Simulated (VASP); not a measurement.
GaN: vibrations by perturbation theory with LDA

The system is GaN.

```
CELL_PARAMETERS angstrom
3.18636 0.00000 0.00000
-1.59318 2.75947 0.00000
0.00000 0.00000 5.16052
ATOMIC_POSITIONS crystal
Ga 0.33333 0.66667 0.99873
Ga 0.66667 0.33333 0.49873
N 0.33333 0.66667 0.37627
N 0.66667 0.33333 0.87627
```

```json
{
  "Program": "VASP 6.6.1",
  "Task": "vibrations by perturbation theory",
  "Functional": "LDA",
  "Potentials or basis": "VASP PAW LDA potentials, release 64 (Ga_d, N)",
  "Cutoff": "520 eV",
  "k mesh": "9 × 9 × 6",
  "Occupations": "gaussian, width 0.01 eV",
  "Spin": "no spin polarisation",
  "Dipole correction": "no",
  "Further INCAR settings": "ALGO = Normal; EDIFF = 1e-08; IBRION = 8; NSW = 1"
}
```

```yaml
Electronic_dielectric_tensor_diagonal: 5.76, 5.76, 5.88
Born_charges_mean_of_the_diagonal: Ga +2.64; N -2.64 e
Highest_phonon_frequency_at_Γ_LO-TO_splitting_left_out: 681 cm⁻¹
```

Phonon frequencies in cm⁻¹ (negative: imaginary):
| q point | frequencies |
| --- | --- |
| (0.000, 0.000, 0.000) | 0 0 0 140 140 330 523 543 543 551 551 681 |

Electronic dielectric tensor:
```
5.76 0.00 0.00
0.00 5.76 0.00
0.00 0.00 5.88
```

Born effective charge tensors (e):
atom 1, Ga
```
2.60 0.00 0.00
0.00 2.60 0.00
0.00 0.00 2.73
```
atom 2, Ga
```
2.60 0.00 0.00
0.00 2.60 0.00
0.00 0.00 2.73
```
atom 3, N
```
-2.60  0.00  0.00
 0.00 -2.60  0.00
 0.00  0.00 -2.73
```
atom 4, N
```
-2.60  0.00  0.00
 0.00 -2.60  0.00
 0.00  0.00 -2.73
```

It took 36 min on 1 thread of Intel Xeon 8259CL (shared host), peak memory 0.6 GiB.

Caveat: the cell stands under pressure or tension, which shifts response properties.
